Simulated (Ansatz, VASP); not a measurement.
## Na in VASP and in Ansatz

The input INCAR:

```
SYSTEM = Na
  PREC = Accurate
  ENCUT = 600
  EDIFF = 1E-6
  ISMEAR = 0
  SIGMA = 0.1
  LREAL = .FALSE.
  LASPH = .TRUE.
  NELM = 60
  ALGO = Fast
  ISIF = 3
  LWAVE = .FALSE.
  LCHARG = .FALSE.
  GGA = CA
  IBRION = 2
  NSW = 100
  EDIFFG = -0.002
```

The input KPOINTS:

```
Automatic mesh
0
G
  14 14 14
  0 0 0
```

Contents of POSCAR:

```
Na
1.0
   -2.0268959771      2.0268959771      2.0268959771
    2.0268959771     -2.0268959771      2.0268959771
    2.0268959771      2.0268959771     -2.0268959771
Na
1
Direct
    0.0000000000      0.0000000000      0.0000000000
```

Input for Ansatz:

```yaml
crystal:
  lattice:
    - [-2.0268959771, 2.0268959771, 2.0268959771]
    - [2.0268959771, -2.0268959771, 2.0268959771]
    - [2.0268959771, 2.0268959771, -2.0268959771]
  atoms:
    - { symbol: Na, position: [0.0, 0.0, 0.0] }
basis:
  ecutwfc: 420
kpoints:
  mp_grid: { grid: [14, 14, 14] }
hamiltonian:
  xc: lda
  pseudopotentials: { kind: paw, azcp: { folder: soft_1 } }
scf:
  occupations: { method: gaussian, width: 0.1 }
output:
  forces: true
  stress: true
  eigenvalues: true
relax:
  adjacent_minimum: "off"
  f_tol: 0.002
  max_steps: 80
  cell: { stress_tol: 0.02 }
```

Alike in both runs: task relaxation of cell and atoms; functional LDA; k mesh 14 × 14 × 14; occupations gaussian, width 0.1 eV; no spin polarisation.

|  | VASP | Ansatz |
| --- | --- | --- |
| version | VASP 6.6.1 | Ansatz 0.2.0 |
| potentials or method | VASP PAW LDA potentials, release 64 (Na_pv), cutoff 600 eV | scalar-relativistic, plane waves, PAW |
| valence electrons in the cell | 7 | 9 |

|  | VASP | Ansatz | Ansatz less VASP |
| --- | --- | --- | --- |
| gap on the k mesh at the Fermi level, each at its own relaxed structure (eV) | none | none | - |
| relaxed volume (Å³/atom) | 33.29 | 33.31 | +0.019 |
| relaxed cell length with the largest relative difference (Å) | 3.510 | 3.511 | +0.0007 |

Ansatz warns that its potentials were made for another functional, while VASP's fit it. LDA's correlation is that of Perdew and Zunger in VASP and of Perdew and Wang (1992) in Ansatz. A gap of «none» marks a metal or a gap that the smearing closes. VASP's potentials hold 7 valence electrons a cell and Ansatz's 9, so a difference there can come from the potentials and not from the codes.
